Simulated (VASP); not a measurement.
A run of VASP 6.6.1:

INCAR

```
  PREC = Accurate
  ENCUT = 520
  EDIFF = 1E-6
  ISMEAR = -1
  SIGMA = 0.02
  LREAL = F
  LASPH = T
  NELM = 80
  ALGO = Normal
  ISIF = 2
  LWAVE = F
  LCHARG = F
  GGA = PE
  NBANDS = 16
```

KPOINTS

```
regular mesh
0
Gamma
  12 12 6
```

POSCAR

```
BN
1.0
    2.5439493142      0.0000000000      0.0000000000
   -1.2719746571      2.2031247321      0.0000000000
    0.0000000000      0.0000000000      3.9885895243
B N
2 2
Direct
    0.6666666667      0.3333333333     -0.0008170296
    0.3333333333      0.6666666667      0.4991829704
    0.6666666667      0.3333333333      0.3758170296
    0.3333333333      0.6666666667      0.8758170296
```

Potentials or basis: VASP PAW PBE potentials, release 64 (B, N).

Command:

```sh
$ cat potpaw_PBE.64/B/POTCAR potpaw_PBE.64/N/POTCAR > POTCAR
$ mpirun -np 1 vasp_std > vasp.out
```

Hardware: 1 thread of AMD EPYC 7R13 Processor (Zen 3), on a shared host.

Estimate the wall time of this run.

Run time: 18 s on 1 thread of AMD EPYC 7R13 Processor (Zen 3), with other jobs on the host, peak memory 0.11 GiB. Counts: scf iterations 12, k points 76.
